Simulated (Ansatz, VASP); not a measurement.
## Two plane-wave programs on LiF

```
CELL_PARAMETERS angstrom
0.00000 2.00395 2.00395
2.00395 0.00000 2.00395
2.00395 2.00395 0.00000
ATOMIC_POSITIONS crystal
Li 0.00000 0.00000 0.00000
F 0.50000 0.50000 0.50000
```

Alike in both runs: task single point; functional PBEsol; k mesh 10 × 10 × 10; occupations gaussian, width 0.02 eV; no spin polarisation.

```csv
,VASP,Ansatz
version,VASP 6.6.1,Ansatz 0.2.0
potentials or method,"VASP PAW PBE potentials, release 64 (Li_sv, F), cutoff 520 eV","scalar-relativistic, plane waves, PAW"
valence electrons in the cell,10,10
```

Ansatz gave:

| Quantity | Value |
| --- | --- |
| gap on the k mesh at the Fermi level (eV) | 9.05 |
| least direct gap on the mesh (eV) | 9.05 |

Which values does VASP return?

gap on the k mesh at the Fermi level (eV): 9.06; least direct gap on the mesh (eV): 9.06.

VASP's potentials were made for PBE, not for PBEsol.

Noted on VASP's run: the cutoff is short for stress, so the pressure is rough.
